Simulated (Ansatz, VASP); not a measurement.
**MgO: VASP beside Ansatz**

The input INCAR:

```
SYSTEM = MgO
PREC = Accurate ; ENCUT = 520
EDIFF = 1E-7 ; ISMEAR = 0
SIGMA = 0.02 ; LREAL = .FALSE.
LASPH = .TRUE. ; NELM = 60
ALGO = Normal ; ISIF = 2
LWAVE = .FALSE. ; LCHARG = .FALSE.
GGA = PE ; NBANDS = 16
```

KPOINTS

```
Automatic mesh
0
G
  9 9 6
  0 0 0
```

The input POSCAR:

```
MgO
1.0
    3.5205940380      0.0000000000      0.0000000000
   -1.7602970190      3.0489238733      0.0000000000
    0.0000000000      0.0000000000      4.2381206964
Mg O
2 2
Direct
    0.6666666667      0.3333333333      0.7500000000
    0.3333333333      0.6666666667      0.2500000000
    0.6666666667      0.3333333333      0.2500000000
    0.3333333333      0.6666666667      0.7500000000
```

Input for Ansatz:

```yaml
crystal:
  lattice:
    - [3.520594038, 0.0, 0.0]
    - [-1.760297019, 3.0489238733, 0.0]
    - [0.0, 0.0, 4.2381206964]
  atoms:
    - { symbol: Mg, position: [0.6666666667, 0.3333333333, 0.75] }
    - { symbol: Mg, position: [0.3333333333, 0.6666666667, 0.25] }
    - { symbol: O, position: [0.6666666667, 0.3333333333, 0.25] }
    - { symbol: O, position: [0.3333333333, 0.6666666667, 0.75] }
basis:
  ecutwfc: 420
kpoints:
  mp_grid: { grid: [9, 9, 6] }
hamiltonian:
  xc: pbe
scf:
  occupations: { method: gaussian, width: 0.02 }
  algorithm: direct_min
output:
  forces: true
  eigenvalues: true
  stress: true
```

Alike in both runs: task single point; functional PBE; k mesh 9 × 9 × 6; occupations gaussian, width 0.02 eV; no spin polarisation.

|  | VASP | Ansatz |
| --- | --- | --- |
| version | VASP 6.6.1 | Ansatz 0.2.0 |
| potentials or method | VASP PAW PBE potentials, release 64 (Mg, O), cutoff 520 eV | scalar-relativistic, plane waves, PAW |
| valence electrons in the cell | 16 | 32 |

```tsv
	VASP	Ansatz	Ansatz less VASP
gap on the k mesh at the Fermi level (eV)	3.26	3.28	+0.018
pressure (GPa)	-0.5	0.0	+0.50
traceless stress, the component that is largest in VASP (GPa)	-0.10	0.00	+0.099
```

The functional is the same, so the differences come from potentials, cutoffs and numerics. VASP's potentials hold 16 valence electrons a cell and Ansatz's 32, so a difference there can come from the potentials and not from the codes.
